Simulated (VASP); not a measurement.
Set up this calculation in VASP 6.6.1, as the native input.

```yaml
Task: single point
Functional: PBE
Potentials_or_basis: VASP PAW PBE potentials, release 64 (Cd, F)
Cutoff: 520 eV
k_mesh: 8 × 8 × 8
Occupations: gaussian, width 0.05 eV
Spin: no spin polarisation
Dipole_correction: no
Further_INCAR_settings: ALGO = Normal; EDIFF = 1e-07; NBANDS = 20
```

The structure of CdF2 lies in POSCAR:

```
CdF2
1.0
   -0.1004309148      2.7402705265      2.8498813476
    2.7402705265     -0.1004309148      2.8498813476
    2.6398396117      2.6398396117      0.0000000000
Cd F
1 2
Direct
    0.0000000000      0.0000000000      0.0000000000
    0.2500000000      0.2500000000      0.2500000000
    0.7500000000      0.7500000000      0.7500000000
```

This cell differs from its parent crystal: engineering shear strain xy -0.0733, normal strain along z +0.0400.

These files were run (other wordings do the same):

INCAR

```
SYSTEM = CdF2
PREC = Accurate ; ENCUT = 520
EDIFF = 1E-7 ; ISMEAR = 0
SIGMA = 0.05 ; LREAL = .FALSE.
LASPH = .TRUE. ; NELM = 100
ALGO = Normal ; ISIF = 2
LWAVE = .FALSE. ; LCHARG = .FALSE.
GGA = PE ; NBANDS = 20
```

KPOINTS

```
Automatic mesh
0
G
  8 8 8
  0 0 0
```

Potentials or basis: VASP PAW PBE potentials, release 64 (Cd, F).

The run is started by

```console
$ cat potpaw_PBE.64/Cd/POTCAR potpaw_PBE.64/F/POTCAR > POTCAR
$ mpirun -np 1 vasp_std > vasp.out
```

It gave:

The pressure is -2.4 GPa. The largest force is 0.037 eV/Å and the band gap on the k mesh is 2.73 eV (least direct gap 3.25 eV).

Caveat: the cell differs from its parent crystal (engineering shear strain xy -0.0733, normal strain along z +0.0400).

It took 71 s on 1 thread of AMD EPYC 7R13 Processor (Zen 3) (shared host), peak memory 0.19 GiB.
